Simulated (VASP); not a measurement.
# Re (Cmce) in VASP: single point with PBEsol

Aim: the single point of Re with PBEsol.

All numbers are computed with VASP 6.6.1; they aren't measurements. Logs are shortened: lines on timing, memory, paths and dates and some standing lists are left out, and cuts for length are marked.

## Step 1: The cell of the first run

Symmetry: Cmce, No. 64, orthorhombic system. Conventional cell: a = 3.900 Å, b = 8.547 Å, c = 3.950 Å, α = 90.00°, β = 90.00°, γ = 90.00°. Within 3.3 Å of Re (site symmetry m) lie 9 Re at 2.46 to 3.02 Å.

## Step 2: Single point, PBEsol

INCAR reads:

```
PREC = Accurate
ENCUT = 520
EDIFF = 1E-6
ISMEAR = 0
SIGMA = 0.1
LREAL = False
LASPH = True
NELM = 100
ALGO = Normal
ISIF = 2
LWAVE = False
LCHARG = True
GGA = PS
LELF = True
LVHAR = True
NBANDS = 22
```

KPOINTS reads:

```
Automatic mesh
0
Gamma
  14 14 12
```

POSCAR reads:

```
Re
1.0
    1.9497951467     -4.2736807068      0.0000000000
    1.9497951467      4.2736807068      0.0000000000
    0.0000000000      0.0000000000      3.9499440288
Re
4
Direct
    0.1427561210      0.8572438790      0.0418513866
    0.6427561210      0.3572438790      0.4581486134
    0.8572438790      0.1427561210      0.9581486134
    0.3572438790      0.6427561210      0.5418513866
```

Potentials or basis: VASP PAW PBE potentials, release 64 (Re).

Launch:

```
$ cat potpaw_PBE.64/Re/POTCAR > POTCAR
$ mpirun -np 1 vasp_std > vasp.out
```

OUTCAR:

```text
PREC = Accurate
   ENCUT = 520
   EDIFF = 1E-6
   ISMEAR = 0
   LREAL = False
   LASPH = True
   NELM = 100
   ISIF = 2
   GGA = PS

 ion  position               nearest neighbor table
   1  0.143  0.857  0.042-   3 2.46   2 2.55   2 2.55   4 2.69   4 2.69   3 2.70   3 2.70   2 3.02
                             2 3.02
   2  0.643  0.357  0.458-   4 2.46   1 2.55   1 2.55   3 2.69   3 2.69   4 2.70   4 2.70   1 3.02
                             1 3.02
   3  0.857  0.143  0.958-   1 2.46   4 2.55   4 2.55   2 2.69   2 2.69   1 2.70   1 2.70   4 3.02
                             4 3.02
   4  0.357  0.643  0.542-   2 2.46   3 2.55   3 2.55   1 2.69   1 2.69   2 2.70   2 2.70   3 3.02
                             3 3.02

  LATTYP: Found a base centered orthorhombic cell.
 ALAT       =     3.8995902934
 B/A-ratio  =     2.1918613933
 C/A-ratio  =     1.0129125707

  Lattice vectors:

 A1 = (   1.9497951467,  -4.2736807068,   0.0000000000)
 A2 = (   1.9497951467,   4.2736807068,   0.0000000000)
 A3 = (   0.0000000000,   0.0000000000,   3.9499440288)

Analysis of symmetry for initial positions (statically):
=====================================================================
 Subroutine PRICEL returns:
 Original cell was already a primitive cell.

 Routine SETGRP: Setting up the symmetry group for a
 base centered orthorhombic supercell.

 Subroutine GETGRP returns: Found  8 space group operations
 (whereof  4 operations were pure point group operations)
 out of a pool of  8 trial point group operations.

The static configuration has the point symmetry C_2h.
 The point group associated with its full space group is D_2h.

Analysis of symmetry for dynamics (positions and initial velocities):
=====================================================================
 Subroutine PRICEL returns:
 Original cell was already a primitive cell.

 Routine SETGRP: Setting up the symmetry group for a
 base centered orthorhombic supercell.

 Subroutine GETGRP returns: Found  8 space group operations
 (whereof  4 operations were pure point group operations)
 out of a pool of  8 trial point group operations.

The dynamic configuration has the point symmetry C_2h.
 The point group associated with its full space group is D_2h.

 Subroutine INISYM returns: Found  8 space group operations
 (whereof  4 operations are pure point group operations),
 and found     1 'primitive' translations

----------------------------------------------------------------------------------------

                                     Primitive cell

  volume of cell :      65.8282

  direct lattice vectors                    reciprocal lattice vectors
     1.949795147 -4.273680707  0.000000000     0.256437196 -0.116995170  0.000000000
     1.949795147  4.273680707  0.000000000     0.256437196  0.116995170  0.000000000
     0.000000000  0.000000000  3.949944029     0.000000000  0.000000000  0.253168144

  length of vectors
     4.697451213  4.697451213  3.949944029     0.281865048  0.281865048  0.253168144

  position of ions in fractional coordinates (direct lattice)
     0.142756121  0.857243879  0.041851387
     0.642756121  0.357243879  0.458148613
     0.857243879  0.142756121  0.958148613
     0.357243879  0.642756121  0.541851387

  ion indices of the primitive-cell ions
   primitive index   ion index
                 1           1
                 2           2
                 3           3
                 4           4

----------------------------------------------------------------------------------------

 KPOINTS: Automatic mesh

Automatic generation of k-mesh.
 Grid dimensions read from file:
 generate k-points for:   14   14   12

 Generating k-lattice:

  Cartesian coordinates                     Fractional coordinates (reciprocal lattice)
     0.018316943 -0.008356798  0.000000000     0.071428571  0.000000000  0.000000000
     0.018316943  0.008356798  0.000000000     0.000000000  0.071428571  0.000000000
     0.000000000  0.000000000  0.021097345     0.000000000  0.000000000  0.083333333

  Length of vectors
     0.020133218  0.020133218  0.021097345

  Shift w.r.t. Gamma in fractional coordinates (k-lattice)
     0.000000000  0.000000000  0.000000000

 Subroutine IBZKPT returns following result:
 ===========================================

 Found    399 irreducible k-points:

 Following reciprocal coordinates:
            Coordinates               Weight
  0.000000  0.000000  0.000000      1.000000
  0.071429  0.000000  0.000000      4.000000
  0.142857 -0.000000  0.000000      4.000000
  0.214286 -0.000000  0.000000      4.000000
  0.285714  0.000000  0.000000      4.000000
  0.357143 -0.000000  0.000000      4.000000
[... 16 lines left out ...]
  0.214286  0.142857  0.000000      4.000000
  0.285714  0.142857  0.000000      4.000000
 [... further k-points ...]
   k-points           NKPTS =    399   k-points in BZ     NKDIM =    399   number of bands    NBANDS=     22
   number of dos      NEDOS =    301   number of ions     NIONS =      4
   total plane-waves  NPLWV =  38880
   dimension x,y,z NGX =    36 NGY =   36 NGZ =   30
   dimension x,y,z NGXF=    72 NGYF=   72 NGZF=   60
   ions per type =               4
   NGX,Y,Z   is equivalent  to a cutoff of  12.74, 12.74, 12.63 a.u.
   NGXF,Y,Z  is equivalent  to a cutoff of  25.48, 25.48, 25.25 a.u.
 SYSTEM =  unknown system
   PREC   = accura    normal or accurate (medium, high low for compatibility)
   ISTART =      0    job   : 0-new  1-cont  2-samecut
   ICHARG =      2    charge: 1-file 2-atom 10-const
   ISPIN  =      1    spin polarized calculation?
   LNONCOLLINEAR =      F non collinear calculations
   LSORBIT =      F    spin-orbit coupling
   LASPH  =      T    aspherical Exc in radial PAW
   ENCUT  =  520.0 eV  38.22 Ry    6.18 a.u.   8.73  8.73  7.34*2*pi/ulx,y,z
   NELM   =    100;   NELMIN=  2; NELMDL= -5     # of ELM steps
   EDIFF  = 0.1E-05   stopping-criterion for ELM
   LREAL  =      F    real-space projection
   EDIFFG = 0.1E-04   stopping-criterion for IOM
   NSW    =      0    number of steps for IOM
   IBRION =     -1    ionic relax: 0-MD 1-quasi-New 2-CG
   NFREE  =      0    steps in history (QN), initial steepest desc. (CG)
   ISIF   =      2    stress and relaxation
   ISYM   =      2    0-nonsym 1-usesym 2-fastsym
   POTIM  = 0.5000    time-step for ionic-motion
   TEBEG  =    0.0;   TEEND  =   0.0 temperature during run
   PSTRESS=    0.0 pullay stress
   NELECT =      28.0000    total number of electrons
   NUPDOWN=      -1.0000    fix difference up-down
   EMIN   =  10.00;   EMAX   =-10.00  energy-range for DOS
   EFERMI =   0.00;   METHOD = LEGACY
   ISMEAR =     0;   SIGMA  =   0.10  broadening in eV -4-tet -1-fermi 0-gaus
   EFERMI_NEDOS =   21; number of points for ismear=-14 and -15
   IALGO  =     38    algorithm
   IMIX   =      4    mixing-type and parameters
     AMIX     =   0.40;   BMIX     =  1.00
     AMIX_MAG =   1.60;   BMIX_MAG =  1.00
  volume/ion in A,a.u.               =      16.46       111.06
  Fermi-wavevector in a.u.,A,eV,Ry     =   1.231186  2.326603 20.623954  1.515818
  Thomas-Fermi vector in A             =   2.366005
   LORBIT       =      0    0 simple, 1 ext, 2 COOP (PROOUT), +10 PAW based schemes
   GGA     = PS    functional components
   LHFCALC =     F    Hartree Fock is set to
   AEXX    =    0.0000 exact exchange contribution
   IVDW    =     0    specifies the selected vdW correction
   LEPSILON=     F    determine dielectric tensor
   LRPA    =     F    only Hartree local field effects (RPA)
 non-spin polarized calculation
 Gauss-broadening in eV      SIGMA  =   0.10
  energy-cutoff  :      520.00
  volume of cell :       65.83
 maximum number of plane-waves:      1796
   NGX = 17   NGY = 17   NGZ = 15

 number of electron      27.9999999 magnetization

 Free energy of the ion-electron system (eV)
  ---------------------------------------------------
  ext. energy  EPLUGINS =         0.00000000
  ---------------------------------------------------
  free energy    TOTEN  =       -50.21069067 eV

  energy without entropy =      -50.19139888  energy(sigma->0) =      -50.20104478

 E-fermi :   6.6980     XC(G=0): -13.0408

 val. band max:        6.6954561897   @ k =   0.4286   0.4286   0.4167
 cond. band min:       6.6982208229   @ k =  -0.4286   0.1429   0.0000
 fundamental gap:      0.0027646333
 Fermi energy:         6.6980247102

 k-point     1 :       0.0000    0.0000    0.0000
  band No.  band energies     occupation
      1      -2.6428      2.00000
      2       0.7966      2.00000
      3       1.0391      2.00000
      4       1.7187      2.00000
      5       1.8268      2.00000
      6       1.9245      2.00000
[... 14 lines left out ...]
     21      11.0070      0.00000
     22      11.4810      0.00000

 k-point     2 :       0.0714    0.0000    0.0000
  band No.  band energies     occupation
      1      -2.5526      2.00000
      2       0.8313      2.00000
      3       1.0962      2.00000
      4       1.7500      2.00000
      5       1.8802      2.00000
      6       1.9287      2.00000
[... 14 lines left out ...]
     21      10.9650      0.00000
     22      11.3944      0.00000

 k-point     3 :       0.1429   -0.0000    0.0000
  band No.  band energies     occupation
      1      -2.2858      2.00000
      2       0.9366      2.00000
      3       1.2628      2.00000
      4       1.8412      2.00000
      5       1.9314      2.00000
      6       2.0427      2.00000
[... 14 lines left out ...]
     21      10.8155      0.00000
     22      11.2789      0.00000

 k-point     4 :       0.2143   -0.0000    0.0000
  band No.  band energies     occupation
      1      -1.8546      2.00000
      2       1.1130      2.00000
      3       1.5252      2.00000
      4       1.9490      2.00000
      5       1.9831      2.00000
      6       2.2382      2.00000
[... 14 lines left out ...]
     21      10.4823      0.00000
     22      11.6429      0.00000

 k-point     5 :       0.2857    0.0000    0.0000
  band No.  band energies     occupation
      1      -1.2817      2.00000
      2       1.3513      2.00000
      3       1.8588      2.00000
      4       1.9244      2.00000
      5       2.1540      2.00000
      6       2.3681      2.00000
[... 14 lines left out ...]
     21      10.0602      0.00000
     22      11.1208      0.00000

 k-point     6 :       0.3571   -0.0000    0.0000
  band No.  band energies     occupation
      1      -0.6039      2.00000
      2       1.5676      2.00000
      3       1.8443      2.00000
      4       2.2164      2.00000
      5       2.3197      2.00000
      6       2.4282      2.00000
[... 14 lines left out ...]
     21       9.7372      0.00000
     22      10.3752      0.00000

 k-point     7 :       0.4286   -0.0000    0.0000
  band No.  band energies     occupation
      1       0.1201      2.00000
      2       1.3391      2.00000
      3       2.0286      2.00000
      4       2.3318      2.00000
      5       2.5383      2.00000
      6       2.6216      2.00000
[... 324 lines left out ...]
      6       1.8035      2.00000
[... 14 lines left out ...]
     21      10.9083      0.00000
     22      11.4314      0.00000

 k-point    21 :      -0.0714    0.0714    0.0000
  band No.  band energies     occupation
      1      -2.5814      2.00000
      2       0.8354      2.00000
      3       1.0348      2.00000
      4       1.6924      2.00000
      5       1.7724      2.00000
      6       1.8396      2.00000
[... 14 lines left out ...]
     21      10.9483      0.00000
     22      11.5768      0.00000

 k-point    22 :       0.1429    0.1429    0.0000
  band No.  band energies     occupation
      1      -1.5072      2.00000
      2       1.2841      2.00000
      3       1.7142      2.00000
      4       2.2128      2.00000
      5       2.5223      2.00000
      6       2.5227      2.00000
[... 14 lines left out ...]
     21      10.3133      0.00000
     22      11.9083      0.00000

 k-point    23 :       0.2143    0.1429    0.0000
  band No.  band energies     occupation
      1      -0.9227      2.00000
      2       1.5627      2.00000
      3       1.9707      2.00000
      4       2.2179      2.00000
      5       2.5229      2.00000
      6       2.9452      2.00000
[... 14 lines left out ...]
     21      10.2839      0.00000
     22      10.9009      0.00000

 k-point    24 :       0.2857    0.1429    0.0000
  band No.  band energies     occupation
      1      -0.2709      2.00000
      2       1.8064      2.00000
      3       2.0113      2.00000
      4       2.2480      2.00000
      5       2.4473      2.00000
      6       3.0051      2.00000
[... 14 lines left out ...]
     21      10.1185      0.00000
     22      10.2465      0.00000

 [... further k-points ...]
[... 5 lines left out ...]
  --------------------------------------------------------------------------------------
  -------------------------------------------------------------------------------------
  Total       -0.1896369     -0.4322750     -0.1096315      0.0000000      0.0000000      0.0000000
  in kB       -4.6155286    -10.5210410     -2.6682953      0.0000000      0.0000000      0.0000000
  external PRESSURE =      -5.9349550 kB  Pullay stress =       0.0000000 kB

 VOLUME and BASIS-vectors are now :
 -----------------------------------------------------------------------------
  energy-cutoff  :      520.00
  volume of cell :       65.83
      direct lattice vectors                 reciprocal lattice vectors
     1.949795147 -4.273680707  0.000000000     0.256437196 -0.116995170  0.000000000
     1.949795147  4.273680707  0.000000000     0.256437196  0.116995170  0.000000000
     0.000000000  0.000000000  3.949944029     0.000000000  0.000000000  0.253168144

 POSITION                                       TOTAL-FORCE (eV/Angst)
 -----------------------------------------------------------------------------------
      1.94980      3.05349      0.16531         0.000000      0.121807      0.067852
      1.94980     -1.22019      1.80966         0.000000      0.121807     -0.067852
      1.94980     -3.05349      3.78463         0.000000     -0.121807     -0.067852
      1.94980      1.22019      2.14028         0.000000     -0.121807      0.067852
 -----------------------------------------------------------------------------------
    total drift:                               -0.000000     -0.000000     -0.000000

  FREE ENERGIE OF THE ION-ELECTRON SYSTEM (eV)
  ---------------------------------------------------
  free  energy   TOTEN  =       -50.2106906682 eV

  energy  without entropy=      -50.1913988835  energy(sigma->0) =      -50.20104478
```

Wall time 3.7 min (1 thread of Intel Xeon Platinum 8559C (Emerald Rapids), shared host); peak memory 0.53 GiB.

What came out:

* Free energy: -50.2107 eV
* Pressure: -0.6 GPa
* Largest force: 0.139 eV/Å
* Band gap on the k mesh: zero (band 14 reaches 8.46 eV, above the bottom of band 15 at 6.32 eV)

Forces in eV/Å, atoms in the order of the input:
```
Re   0.000  0.122  0.068
Re   0.000  0.122 -0.068
Re   0.000 -0.122 -0.068
Re   0.000 -0.122  0.068
```

Caveat: the PAW data sets were made with another functional, which shifts forces and pressure a little; spin-orbit coupling is left out, which moves the levels of the heavy elements.
